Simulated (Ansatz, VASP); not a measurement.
# Two plane-wave programs on BN

File POSCAR:

```
BN
1.0
    0.0000000000      1.7838849403      1.7458259350
    1.7838849403      0.0000000000      1.7458259350
    1.7838849403      1.7838849403      0.0000000000
B N
1 1
Direct
    0.0000000000      0.0000000000      0.0000000000
    0.5000000000      0.5000000000      0.5000000000
```

File INCAR.step1:

```
SYSTEM = BN
  PREC = Accurate
  ENCUT = 520
  EDIFF = 1E-5
  ISMEAR = 0
  SIGMA = 0.01
  LREAL = .False.
  LASPH = .True.
  NELM = 80
  ALGO = Normal
  ISIF = 2
  LWAVE = .True.
  LCHARG = .False.
  GGA = PE
  NBANDS = 11
```

Contents of INCAR.step2:

```
SYSTEM = BN
  PREC = Accurate
  ENCUT = 520
  EDIFF = 1E-7
  ISMEAR = 0
  SIGMA = 0.01
  LREAL = .False.
  LASPH = .True.
  NELM = 80
  ALGO = Normal
  ISIF = 2
  LWAVE = .False.
  LCHARG = .False.
  GGA = PE
  LHFCALC = .True.
  HFSCREEN = 0.2079
  PRECFOCK = Normal
  ISTART = 1
  NBANDS = 11
```

File KPOINTS:

```
Automatic mesh
0
Gamma
  8 8 8
  0 0 0
```

Input for Ansatz:

```yaml
crystal:
  lattice:
    - [0.0, 1.7838849403, 1.745825935]
    - [1.7838849403, 0.0, 1.745825935]
    - [1.7838849403, 1.7838849403, 0.0]
  atoms:
    - { symbol: B, position: [0.0, 0.0, 0.0] }
    - { symbol: "N", position: [0.5, 0.5, 0.5] }
kpoints:
  mp_grid: { grid: [8, 8, 8] }
  band_path:
    path:
      - [0.0, 0.0, 0.0]
      - [0.5, 0.0, 0.5]
      - [0.625, 0.25, 0.625]
      - [0.375, 0.375, 0.75]
      - [0.5, 0.5, 0.5]
      - [0.5, 0.25, 0.75]
      - [0.158854, 0.158854, 0.320312]
      - [0.5, 0.5, 0.0]
    npoints: 1
hamiltonian:
  xc: hse06
scf:
  occupations: { method: fixed }
  n_extra_bands: 4
output:
  forces: true
  stress: true
  eigenvalues: true
  write_density: true
  write_potential: true
  elf: true
  volumetric_format: npy
```

Change from the starting cell: biaxial_xy strain +2.2%.

Alike in both runs: task single point; functional HSE06; k mesh 8 × 8 × 8; no spin polarisation.

|  | VASP | Ansatz |
| --- | --- | --- |
| version | VASP 6.6.1 | Ansatz 0.2.0 |
| potentials or method | VASP PAW PBE potentials, release 64 (B, N) | plane waves, PAW |
| plane-wave cutoff (eV) | 520 | 420 |
| occupations | gaussian, width 0.01 eV | fixed |
| valence electrons in the cell | 8 | 8 |

VASP gave:

| Item | Value |
| --- | --- |
| gap on the k mesh at the Fermi level (eV) | 1.62 |
| pressure (GPa) | -23.6 |
| traceless stress, the component that is largest in VASP (GPa) | 1.92 |

Question: Estimate Ansatz's values.

Answer: gap on the k mesh at the Fermi level (eV): 1.63; pressure (GPa): -23.8; traceless stress, the component that is largest in VASP (GPa): 1.84.

Ansatz's warnings: stress exchange threshold loose, stress scf threshold loose.
